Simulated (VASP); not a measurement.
Write the native input for VASP 6.6.1 that does the following.

| Quantity | Value |
| --- | --- |
| Task | single point |
| Functional | LDA |
| Potentials or basis | VASP PAW LDA potentials, release 64 (Hg, Pd) |
| Cutoff | 520 eV |
| k mesh | 8 × 8 × 6 |
| Occupations | methfessel-paxton, width 0.1 eV |
| Spin | no spin polarisation |
| Dipole correction | no |
| Further INCAR settings | ALGO = Normal; EDIFF = 1e-06; NBANDS = 18 |

The structure of HgPd (Potarite) lies in POSCAR:

```
HgPd
1.0
    3.0658203560      0.0000000000      0.0000000000
    0.0000000000      3.0658203560      0.0000000000
    0.0000000000      0.0000000000      3.7507161129
Hg Pd
1 1
Direct
    0.0000000000      0.0000000000      0.0000000000
    0.5000000000      0.5000000000      0.5000000000
```

These files were run (other wordings do the same):

INCAR

```
PREC = Accurate
ENCUT = 520
EDIFF = 1E-6
ISMEAR = 1
SIGMA = 0.1
LREAL = False
LASPH = True
NELM = 100
ALGO = Normal
ISIF = 2
LWAVE = False
LCHARG = False
NBANDS = 18
```

KPOINTS

```
regular mesh
0
Gamma
  8 8 6
```

Potentials or basis: VASP PAW LDA potentials, release 64 (Hg, Pd).

Run with:

```bash
$ cat potpaw_LDA.64/Hg/POTCAR potpaw_LDA.64/Pd/POTCAR > POTCAR
$ mpirun -np 1 vasp_std > vasp.out
```

Results of the run:

The pressure is -8.2 GPa and the band gap on the k mesh is zero (band 11 reaches 8.05 eV, above the bottom of band 12 at 4.76 eV).

Caveat: spin-orbit coupling is left out, which moves the levels of the heavy elements.

It took 10 s on 1 thread of Intel(R) Xeon(R) Platinum 8559C (Emerald Rapids), with other jobs on the host, peak memory 0.16 GiB.
